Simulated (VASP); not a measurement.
# CaCr in VASP: further runs, part 2 of 2

VASP 6.6.1. The steps go on from the part before.

## (3) Single point, PBE, collinear spin, ferromagnetic start

File INCAR:

```
PREC     = Accurate       # precision mode
ENCUT    = 520            # plane-wave cutoff, eV
EDIFF    = 1E-6           # SCF threshold, eV
ISMEAR   = 0              # smearing method
SIGMA    = 0.1            # smearing width, eV
LREAL    = False          # projectors in reciprocal space
LASPH    = True           # aspherical terms in the spheres
NELM     = 150            # most SCF steps
ALGO     = Normal         # electronic algorithm
ISIF     = 2              # what is computed and relaxed
LWAVE    = False          # write WAVECAR
LCHARG   = True           # write CHGCAR
ISPIN    = 2              # spin polarisation
MAGMOM   = 0 3            # initial moments
LORBIT   = 11             # projections on sites
LMAXMIX  = 4              # l up to which the mixer works
LDIPOL   = True         
IDIPOL   = 3            
DIPOL    = 0.5 0.5 0.500
GGA      = PE             # functional
LELF     = True           # ELF
LVHAR    = True         
LVACPOTAV= True         
NBANDS   = 22             # bands
```

File KPOINTS:

```
regular mesh
0
Gamma
  4 4 1
```

File POSCAR:

```
CaCr
1.0
    4.0927790000      0.0000000000      0.0000000000
    0.0000000000      4.0927790000      0.0000000000
    0.0000000000      0.0000000000     14.0000000000
Ca Cr
1 1
Direct
    0.5000000000      0.5000000000      0.5000000000
    0.0000000000      0.0000000000      0.5000000000
```

Potentials or basis: VASP PAW PBE potentials, release 64 (Ca_sv, Cr_pv).

On the command line:

```console
cat potpaw_PBE.64/Ca_sv/POTCAR potpaw_PBE.64/Cr_pv/POTCAR > POTCAR
mpirun -np 1 vasp_std > vasp.out
```

OUTCAR:

```text
PREC = Accurate
   ENCUT = 520
   EDIFF = 1E-6
   ISMEAR = 0
   LREAL = False
   LASPH = True
   NELM = 150
   ISIF = 2
   ISPIN = 2
   LORBIT = 11
   GGA = PE

 ion  position               nearest neighbor table
   1  0.500  0.500  0.500-   2 2.89   2 2.89   2 2.89   2 2.89
   2  0.000  0.000  0.500-   1 2.89   1 2.89   1 2.89   1 2.89

  LATTYP: Found a simple tetragonal cell.
 ALAT       =     4.0927790000
 C/A-ratio  =     3.4206586771

  Lattice vectors:

 A1 = (   4.0927790000,   0.0000000000,   0.0000000000)
 A2 = (   0.0000000000,   4.0927790000,   0.0000000000)
 A3 = (   0.0000000000,   0.0000000000,  14.0000000000)

Analysis of symmetry for initial positions (statically):
=====================================================================
 Subroutine PRICEL returns:
 Original cell was already a primitive cell.

 Routine SETGRP: Setting up the symmetry group for a
 simple tetragonal supercell.
[... 332 lines left out ...]
      3     -41.4810      1.00000
      4     -41.3540      1.00000
      5     -24.0723      1.00000
      6     -23.8705      1.00000
[... 139 lines left out ...]
     21       3.6352      0.00000
     22       5.0895      0.00000

------------------------ aborting loop because EDIFF is reached ----------------------------------------

  FORCE on cell =-STRESS in cart. coord.  units (eV):
  Direction    XX          YY          ZZ          XY          YZ          ZX
  --------------------------------------------------------------------------------------
  -------------------------------------------------------------------------------------
  Total        2.8736821      2.8736821     -0.0135709      0.0000000      0.0000000      0.0000000
  in kB       19.6329105     19.6329105     -0.0927161      0.0000000      0.0000000      0.0000000
  external PRESSURE =      13.0577016 kB  Pullay stress =       0.0000000 kB

 VOLUME and BASIS-vectors are now :
 -----------------------------------------------------------------------------
  energy-cutoff  :      520.00
  volume of cell :      234.51
      direct lattice vectors                 reciprocal lattice vectors
     4.092779000  0.000000000  0.000000000     0.244332763  0.000000000  0.000000000
     0.000000000  4.092779000  0.000000000     0.000000000  0.244332763  0.000000000
     0.000000000  0.000000000 14.000000000     0.000000000  0.000000000  0.071428571

 POSITION                                       TOTAL-FORCE (eV/Angst)
 -----------------------------------------------------------------------------------
      2.04639      2.04639      7.00000         0.000000      0.000000      0.000000
      0.00000      0.00000      7.00000         0.000000      0.000000      0.000000
 -----------------------------------------------------------------------------------
    total drift:                                0.000000      0.000000      0.000000

  FREE ENERGIE OF THE ION-ELECTRON SYSTEM (eV)
  ---------------------------------------------------
  free  energy   TOTEN  =        -8.0275100016 eV

  energy  without entropy=       -8.0177267227  energy(sigma->0) =       -8.02261836

 vacuum level on the upper side and lower side of the slab         1.699         1.699

 total charge

# of ion       s       p       d       tot
------------------------------------------
    1        2.098   5.834   0.254   8.185
    2        0.385   6.058   4.166  10.609
--------------------------------------------------
tot          2.482  11.891   4.420  18.794

 magnetization (x)

# of ion       s       p       d       tot
------------------------------------------
    1       -0.004   0.016   0.058   0.070
    2        0.082   0.023   3.911   4.015
--------------------------------------------------
tot          0.078   0.039   3.969   4.086
```

OSZICAR:

```text
N       E                     dE             d eps       ncg     rms          rms(c)
DAV:   1     0.143596144197E+03    0.14360E+03   -0.11058E+04   624   0.755E+02
DAV:   2    -0.600352428547E+00   -0.14420E+03   -0.14084E+03   618   0.232E+02
[... 19 lines left out ...]
DAV:  22    -0.802739959358E+01   -0.20377E-03   -0.36446E-05   594   0.192E-02    0.516E-03
DAV:  23    -0.802745804967E+01   -0.58456E-04   -0.10570E-05   590   0.135E-02    0.206E-03
DAV:  24    -0.802749413714E+01   -0.36087E-04   -0.41878E-06   580   0.868E-03    0.156E-03
DAV:  25    -0.802750626824E+01   -0.12131E-04   -0.23651E-06   590   0.657E-03    0.109E-03
DAV:  26    -0.802751007136E+01   -0.38031E-05   -0.11327E-06   558   0.480E-03    0.564E-04
DAV:  27    -0.802751000158E+01    0.69779E-07   -0.54854E-07   568   0.345E-03
   1 F= -.80275100E+01 E0= -.80226184E+01  d E =-.978328E-02  mag=     4.8765
```

stdout:

```text
POSCAR found type information on POSCAR CaCr
 POSCAR found :  2 types and       2 ions
 scaLAPACK will be used
 LDA part: xc-table for (Slater+PW92), standard interpolation
 POSCAR, INCAR and KPOINTS ok, starting setup
 FFT: planning ... GRIDC
 FFT: planning ... GRID_SOFT
 FFT: planning ... GRID
 WAVECAR not read
 entering main loop
 -----------------------------------------------------------------------------
|                                                                             |
|           W    W    AA    RRRRR   N    N  II  N    N   GGGG   !!!           |
|           W    W   A  A   R    R  NN   N  II  NN   N  G    G  !!!           |
|           W    W  A    A  R    R  N N  N  II  N N  N  G       !!!           |
|           W WW W  AAAAAA  RRRRR   N  N N  II  N  N N  G  GGG   !            |
|           WW  WW  A    A  R   R   N   NN  II  N   NN  G    G                |
|           W    W  A    A  R    R  N    N  II  N    N   GGGG   !!!           |
|                                                                             |
|     Did not find any points to average over, which means that no vacuum     |
|     field-free region was found. Please increase the size of  your cell     |
|     in the dimension of the dipole correction to obtain accurate            |
|     workfunction values.                                                    |
|                                                                             |
 -----------------------------------------------------------------------------
```

Run time: 61 s. Hardware: 1 thread of Intel Xeon 6975P-C (Granite Rapids), shared host; peak memory 0.36 GiB.

Results:

- Free energy: -8.0275 eV
- Net moment: 4.88 μB per cell
- Site moments: Ca +0.07; Cr +4.01 μB
- Valence electrons inside the program's atomic spheres: Ca 8.19; Cr 10.61

Caveat: the k points lie up to 0.38 Å⁻¹ apart.

## (4) Single point, PBE, collinear spin, ferromagnetic start

This run uses another cell than the first one.

File INCAR:

```
PREC = Accurate
ENCUT = 520
EDIFF = 1E-6
ISMEAR = 0
SIGMA = 0.1
LREAL = False
LASPH = True
NELM = 150
ALGO = Normal
ISIF = 2
LWAVE = False
LCHARG = False
ISPIN = 2
MAGMOM = 0 3
LORBIT = 11
LMAXMIX = 4
LDIPOL = True
IDIPOL = 3
DIPOL = 0.5 0.5 0.294
GGA = PE
NBANDS = 22
```

File KPOINTS:

```
Automatic mesh
0
Gamma
  4 4 1
```

File POSCAR:

```
CaCr
1.0
    4.4055329646      0.0000000000      0.0000000000
    0.0000000000      4.4055329646      0.0000000000
    0.0000000000      0.0000000000     23.8000000000
Ca Cr
1 1
Direct
    0.5000000000      0.5000000000      0.2941176471
    0.0000000000      0.0000000000      0.2941176471
```

On the command line:

```console
cat potpaw_PBE.64/Ca_sv/POTCAR potpaw_PBE.64/Cr_pv/POTCAR > POTCAR
mpirun -np 1 vasp_std > vasp.out
```

It took 3.1 min on 1 thread of Intel Xeon 6975P-C (Granite Rapids), shared host; peak memory 0.75 GiB.

Results (log left out):

- Free energy: -8.2537 eV
- Net moment: 4.88 μB per cell
- Site moments: Ca +0.03; Cr +4.09 μB
- Valence electrons inside the program's atomic spheres: Ca 8.11; Cr 10.54

Levels at points of the mesh, in eV from the Fermi level:
Spin up:
```
           k point  band 11  band 12  band 13  band 14  band 15  band 16
(0.00, 0.00, 0.00)    -1.27    -1.17    -1.17    -0.15     1.68     2.42
(0.50, 0.00, 0.00)    -1.31    -1.15    -1.09    -0.85     0.47     1.50
(0.50, 0.50, 0.00)    -1.45    -1.10    -0.88     0.32     0.32     2.10
```
Spin down:
```
           k point  band 6  band 7  band 8  band 9  band 10  band 11  band 12  band 13
(0.00, 0.00, 0.00)  -23.04  -23.04   -3.10   -0.12     0.41     1.04     1.15     1.87
(0.50, 0.00, 0.00)  -23.07  -23.05   -1.09   -1.00     1.00     1.28     1.99     2.00
(0.50, 0.50, 0.00)  -23.06  -23.06   -0.28    0.69     0.84     0.84     0.89     0.89
```
